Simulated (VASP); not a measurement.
# Hf (P6_3/mmc) in VASP: vibrations by perturbation theory with PBE

Aim: the vibrations by perturbation theory of Hf with PBE.

All numbers are computed with VASP 6.6.1; they aren't measurements. Logs are shortened: lines on timing, memory, paths and dates and some standing lists are left out, and cuts for length are marked.

## Step 1: The cell of the first run

It takes space group P6_3/mmc (No. 194, hexagonal). Conventional cell: a = 3.203 Å, b = 3.203 Å, c = 5.082 Å, α = 90.00°, β = 90.00°, γ = 120.00°. Within 4.1 Å of Hf (site symmetry -6m2) lie 12 Hf at 3.14 to 3.20 Å.

## Step 2: Vibrations by perturbation theory, PBE

The input, INCAR:

```
SYSTEM = Hf
PREC = Accurate
ENCUT = 520
EDIFF = 1E-8
ISMEAR = -1
SIGMA = 0.15
LREAL = .FALSE.
LASPH = .TRUE.
NELM = 100
ALGO = Fast
ISIF = 2
LWAVE = .FALSE.
LCHARG = .FALSE.
GGA = PE
NBANDS = 17
IBRION = 8
NSW = 1
```

The input, KPOINTS:

```
regular mesh
0
G
  12 12 8
  0 0 0
```

The input, POSCAR:

```
Hf
1.0
    3.2029238448      0.0000000029      0.0000000000
   -1.6014619249      2.7738134146      0.0000000000
    0.0000000000      0.0000000000      5.0816787161
Hf
2
Direct
    0.3333333333      0.6666666667      0.2500000000
    0.6666666667      0.3333333333      0.7500000000
```

Potentials or basis: VASP PAW PBE potentials, release 64 (Hf_pv).

The run is started by

```
> cat potpaw_PBE.64/Hf_pv/POTCAR > POTCAR
> mpirun -np 1 vasp_std > vasp.out
```

OUTCAR:

```text
SYSTEM = Hf
   PREC = Accurate
   ENCUT = 520
   EDIFF = 1E-8
   ISMEAR = -1
   LREAL = .FALSE.
   LASPH = .TRUE.
   NELM = 100
   ISIF = 2
   GGA = PE
   IBRION = 8
   NSW = 1

 ion  position               nearest neighbor table
   1  0.333  0.667  0.250-   2 3.14   2 3.14   2 3.14   2 3.14   2 3.14   2 3.14
   2  0.667  0.333  0.750-   1 3.14   1 3.14   1 3.14   1 3.14   1 3.14   1 3.14

  LATTYP: Found a hexagonal cell.
 ALAT       =     3.2029238448
 C/A-ratio  =     1.5865749429

  Lattice vectors:

 A1 = (   3.2029238448,   0.0000000029,   0.0000000000)
 A2 = (  -1.6014619249,   2.7738134146,   0.0000000000)
 A3 = (   0.0000000000,   0.0000000000,   5.0816787161)

Analysis of symmetry for initial positions (statically):
=====================================================================
 Subroutine PRICEL returns:
 Original cell was already a primitive cell.

 Routine SETGRP: Setting up the symmetry group for a
 hexagonal supercell.

 Subroutine GETGRP returns: Found 24 space group operations
 (whereof 12 operations were pure point group operations)
 out of a pool of 24 trial point group operations.

The static configuration has the point symmetry D_3d.
 The point group associated with its full space group is D_6h.

Analysis of symmetry for dynamics (positions and initial velocities):
=====================================================================
 Subroutine PRICEL returns:
 Original cell was already a primitive cell.

 Routine SETGRP: Setting up the symmetry group for a
 hexagonal supercell.

 Subroutine GETGRP returns: Found 24 space group operations
 (whereof 12 operations were pure point group operations)
 out of a pool of 24 trial point group operations.

The dynamic configuration has the point symmetry D_3d.
 The point group associated with its full space group is D_6h.

 Subroutine INISYM returns: Found 24 space group operations
 (whereof 12 operations are pure point group operations),
 and found     1 'primitive' translations

----------------------------------------------------------------------------------------

                                     Primitive cell

  volume of cell :      45.1472

  direct lattice vectors                    reciprocal lattice vectors
     3.202923845  0.000000003  0.000000000     0.312214729  0.180257258  0.000000000
    -1.601461925  2.773813415  0.000000000    -0.000000000  0.360514516  0.000000000
     0.000000000  0.000000000  5.081678716     0.000000000  0.000000000  0.196785365

  length of vectors
     3.202923845  3.202923845  5.081678716     0.360514516  0.360514516  0.196785365

  position of ions in fractional coordinates (direct lattice)
     0.333333333  0.666666667  0.250000000
     0.666666667  0.333333333  0.750000000

  ion indices of the primitive-cell ions
   primitive index   ion index
                 1           1
                 2           2

----------------------------------------------------------------------------------------

 KPOINTS: regular mesh

Automatic generation of k-mesh.
 Grid dimensions read from file:
 generate k-points for:   12   12    8

 Generating k-lattice:

  Cartesian coordinates                     Fractional coordinates (reciprocal lattice)
     0.026017894  0.015021438  0.000000000     0.083333333  0.000000000  0.000000000
    -0.000000000  0.030042876  0.000000000    -0.000000000  0.083333333  0.000000000
     0.000000000  0.000000000  0.024598171     0.000000000  0.000000000  0.125000000

  Length of vectors
     0.030042876  0.030042876  0.024598171

  Shift w.r.t. Gamma in fractional coordinates (k-lattice)
     0.000000000  0.000000000  0.000000000

 Subroutine IBZKPT returns following result:
 ===========================================

 Found     95 irreducible k-points:

 Following reciprocal coordinates:
            Coordinates               Weight
  0.000000  0.000000  0.000000      1.000000
  0.083333  0.000000  0.000000      6.000000
  0.166667  0.000000  0.000000      6.000000
  0.250000  0.000000  0.000000      6.000000
  0.333333  0.000000  0.000000      6.000000
  0.416667  0.000000  0.000000      6.000000
[... 16 lines left out ...]
  0.250000  0.000000  0.125000     12.000000
  0.333333  0.000000  0.125000     12.000000
 [... further k-points ...]
   k-points           NKPTS =     95   k-points in BZ     NKDIM =     95   number of bands    NBANDS=     17
   number of dos      NEDOS =    301   number of ions     NIONS =      2
   total plane-waves  NPLWV =  23040
   dimension x,y,z NGX =    24 NGY =   24 NGZ =   40
   dimension x,y,z NGXF=    48 NGYF=   48 NGZF=   80
   ions per type =               2
   NGX,Y,Z   is equivalent  to a cutoff of  12.46, 12.46, 13.09 a.u.
   NGXF,Y,Z  is equivalent  to a cutoff of  24.91, 24.91, 26.17 a.u.
 SYSTEM =  Hf
   PREC   = accura    normal or accurate (medium, high low for compatibility)
   ISTART =      0    job   : 0-new  1-cont  2-samecut
   ICHARG =      2    charge: 1-file 2-atom 10-const
   ISPIN  =      1    spin polarized calculation?
   LNONCOLLINEAR =      F non collinear calculations
   LSORBIT =      F    spin-orbit coupling
   LASPH  =      T    aspherical Exc in radial PAW
   ENCUT  =  520.0 eV  38.22 Ry    6.18 a.u.   5.96  5.96  9.45*2*pi/ulx,y,z
   NELM   =    100;   NELMIN=  2; NELMDL= -5     # of ELM steps
   EDIFF  = 0.1E-07   stopping-criterion for ELM
   LREAL  =      F    real-space projection
   EDIFFG = 0.1E-06   stopping-criterion for IOM
   NSW    =      1    number of steps for IOM
   IBRION =      8    ionic relax: 0-MD 1-quasi-New 2-CG
   NFREE  =      0    steps in history (QN), initial steepest desc. (CG)
   ISIF   =      2    stress and relaxation
   ISYM   =      2    0-nonsym 1-usesym 2-fastsym
   POTIM  = 0.5000    time-step for ionic-motion
   TEBEG  =    0.0;   TEEND  =   0.0 temperature during run
   PSTRESS=    0.0 pullay stress
   NELECT =      20.0000    total number of electrons
   NUPDOWN=      -1.0000    fix difference up-down
   EMIN   =  10.00;   EMAX   =-10.00  energy-range for DOS
   EFERMI =   0.00;   METHOD = LEGACY
   ISMEAR =    -1;   SIGMA  =   0.15  broadening in eV -4-tet -1-fermi 0-gaus
   EFERMI_NEDOS =   21; number of points for ismear=-14 and -15
   IALGO  =     68    algorithm
   IMIX   =      4    mixing-type and parameters
     AMIX     =   0.40;   BMIX     =  1.00
     AMIX_MAG =   1.60;   BMIX_MAG =  1.00
  volume/ion in A,a.u.               =      22.57       152.33
  Fermi-wavevector in a.u.,A,eV,Ry     =   1.247981  2.358341 21.190467  1.557455
  Thomas-Fermi vector in A             =   2.382088
   LORBIT       =      0    0 simple, 1 ext, 2 COOP (PROOUT), +10 PAW based schemes
   GGA     = PE    functional components
   LHFCALC =     F    Hartree Fock is set to
   AEXX    =    0.0000 exact exchange contribution
   IVDW    =     0    specifies the selected vdW correction
   LEPSILON=     F    determine dielectric tensor
   LRPA    =     F    only Hartree local field effects (RPA)
 non-spin polarized calculation
 RMM-DIIS sequential band-by-band and
  energy-cutoff  :      520.00
  volume of cell :       45.15
 maximum number of plane-waves:      1236
 NGX is ok and might be reduce to    24
   NGX = 11   NGY = 11   NGZ = 19

--------------------------------------- Ionic step        1  -------------------------------------------

 number of electron      20.0000006 magnetization

 Free energy of the ion-electron system (eV)
  ---------------------------------------------------
  ext. energy  EPLUGINS =         0.00000000
  ---------------------------------------------------
  free energy    TOTEN  =       -19.91313376 eV

  energy without entropy =      -19.77269168  energy(sigma->0) =      -19.84291272

 E-fermi :   4.8173     XC(G=0): -11.2420

 val. band max:        4.7971703826   @ k =   0.0000   0.0000   0.3750
 cond. band min:       4.8430723412   @ k =   0.0833   0.0000   0.5000
 fundamental gap:      0.0459019586
 Fermi energy:         4.8173470771

 k-point     1 :       0.0000    0.0000    0.0000
  band No.  band energies     occupation
      1     -26.2098      2.00000
      2     -25.4975      2.00000
      3     -25.4975      2.00000
      4     -25.3752      2.00000
      5     -25.3752      2.00000
      6     -25.3732      2.00000
[... 457 lines left out ...]
      4     -25.6207      2.00000
      5     -25.4948      2.00000
      6     -25.4471      2.00000
[... 9 lines left out ...]
     16       9.3527      0.00000
     17      11.0040      0.00000

 [... further k-points ...]

------------------------ aborting loop because EDIFF is reached ----------------------------------------

  FORCE on cell =-STRESS in cart. coord.  units (eV):
  Direction    XX          YY          ZZ          XY          YZ          ZX
  --------------------------------------------------------------------------------------
  -------------------------------------------------------------------------------------
  Total       -0.1126848     -0.1126848     -0.1372728     -0.0000000      0.0000000      0.0000000
  in kB       -3.9989402     -3.9989402     -4.8715148     -0.0000000      0.0000000      0.0000000
  external PRESSURE =      -4.2897984 kB  Pullay stress =       0.0000000 kB

 VOLUME and BASIS-vectors are now :
 -----------------------------------------------------------------------------
  energy-cutoff  :      520.00
  volume of cell :       45.15
      direct lattice vectors                 reciprocal lattice vectors
     3.202923845  0.000000003  0.000000000     0.312214729  0.180257258  0.000000000
    -1.601461925  2.773813415  0.000000000    -0.000000000  0.360514516  0.000000000
     0.000000000  0.000000000  5.081678716     0.000000000  0.000000000  0.196785365

 POSITION                                       TOTAL-FORCE (eV/Angst)
 -----------------------------------------------------------------------------------
     -0.00000      1.84921      1.27042        -0.000000     -0.000000      0.000000
      1.60146      0.92460      3.81126         0.000000      0.000000      0.000000
 -----------------------------------------------------------------------------------
    total drift:                               -0.000000      0.000000     -0.000000

  FREE ENERGIE OF THE ION-ELECTRON SYSTEM (eV)
  ---------------------------------------------------
  free  energy   TOTEN  =       -19.9131337558 eV

  energy  without entropy=      -19.7726916758  energy(sigma->0) =      -19.84291272

[... ionic steps 2 to 3 ...]

--------------------------------------- Ionic step        4  -------------------------------------------

------------------------ aborting loop because EDIFF is reached ----------------------------------------

[... ionic steps 5 to 5 ...]

--------------------------------------- Ionic step        6  -------------------------------------------

 Free energy of the ion-electron system (eV)
  ---------------------------------------------------
  ---------------------------------------------------
  free energy    TOTEN  =        -0.25272922 eV

  energy without entropy =       -0.25272922

------------------------ aborting loop because EDIFF is reached ----------------------------------------

 INTERNAL STRAIN TENSOR  FOR ION    1  DIRECTION 3   (eV/Angst):
 -----------------------------------------------------------------------------
     0.03802  0.00000  0.00000
     0.00000  0.03802 -0.00000
     0.00000 -0.00000 -0.07454

 INTERNAL STRAIN TENSOR FOR ION    2 for displacements in x,y,z  (eV/Angst):
          X           Y           Z          XY          YZ          ZX
  --------------------------------------------------------------------------------
  x    -0.00000     0.00000     0.00000     3.18569     0.00000     0.00000
  y     3.18569    -3.18569    -0.00000     0.00000     0.00000     0.00000
  z     0.00000    -0.00000     0.00000     0.00000     0.00000    -0.00000

 SECOND DERIVATIVES (NOT SYMMETRIZED)
 ------------------------------------
               1X          1Y          1Z          2X          2Y          2Z
  1X    -1.787059   -0.000000    0.000000    1.787059    0.000000    0.000000
  1Y    -0.000000   -1.787059    0.000000    0.000000    1.787059    0.000000
  1Z    -0.000000    0.000000   -3.432885    0.000000    0.000000    3.432885
  2X     1.787059    0.000000    0.000000   -1.787059   -0.000000    0.000000
  2Y     0.000000    1.787059    0.000000   -0.000000   -1.787059    0.000000
  2Z     0.000000    0.000000    3.432885   -0.000000    0.000000   -3.432885

 Eigenvectors and eigenvalues of the dynamical matrix
 ----------------------------------------------------

   1 f  =    3.066115 THz    19.264968 2PiTHz  102.274586 cm-1    12.680427 meV
             X         Y         Z           dx          dy          dz
     -0.000000  1.849209  1.270420    -0.000000    0.000000   -0.707107
      1.601462  0.924604  3.811259     0.000000    0.000000    0.707107
[... 16 lines left out ...]
   5 f  =    0.000000 THz     0.000000 2PiTHz    0.000000 cm-1     0.000000 meV
             X         Y         Z           dx          dy          dz
     -0.000000  1.849209  1.270420     0.000000    0.000000    0.707107
      1.601462  0.924604  3.811259    -0.000000    0.000000    0.707107

   6 f/i=    0.000000 THz     0.000000 2PiTHz    0.000000 cm-1     0.000000 meV
             X         Y         Z           dx          dy          dz
     -0.000000  1.849209  1.270420    -0.513241   -0.486399   -0.000000
      1.601462  0.924604  3.811259    -0.513241   -0.486399    0.000000

--------------------------------------------------------------------------------------------------------

 ELASTIC MODULI CONTR FROM IONIC RELAXATION (kBar)
 Direction    XX          YY          ZZ          XY          YZ          ZX
 --------------------------------------------------------------------------------
 XX        -201.5338    201.5338      0.0000     -0.0000      0.0000     -0.0000
 YY         201.5338   -201.5338     -0.0000     -0.0000     -0.0000      0.0000
 ZZ           0.0000     -0.0000     -0.0000      0.0000     -0.0000      0.0000
 XY          -0.0000     -0.0000      0.0000   -201.5338      0.0000     -0.0000
 YZ           0.0000     -0.0000     -0.0000      0.0000     -0.0000      0.0000
 ZX          -0.0000      0.0000      0.0000     -0.0000      0.0000     -0.0000
 --------------------------------------------------------------------------------
```

Run time: 10 min. Hardware: 1 thread of AMD EPYC 9R45 (Zen 5), shared host; peak memory 0.58 GiB.

What came out:

- Highest phonon frequency at Γ: 102 cm⁻¹

Phonon frequencies in cm⁻¹ (negative: imaginary):
```
              q point      frequencies
(0.000, 0.000, 0.000)  0 0 0 74 74 102
```

Caveat: spin-orbit coupling is left out, which moves the levels of the heavy elements.
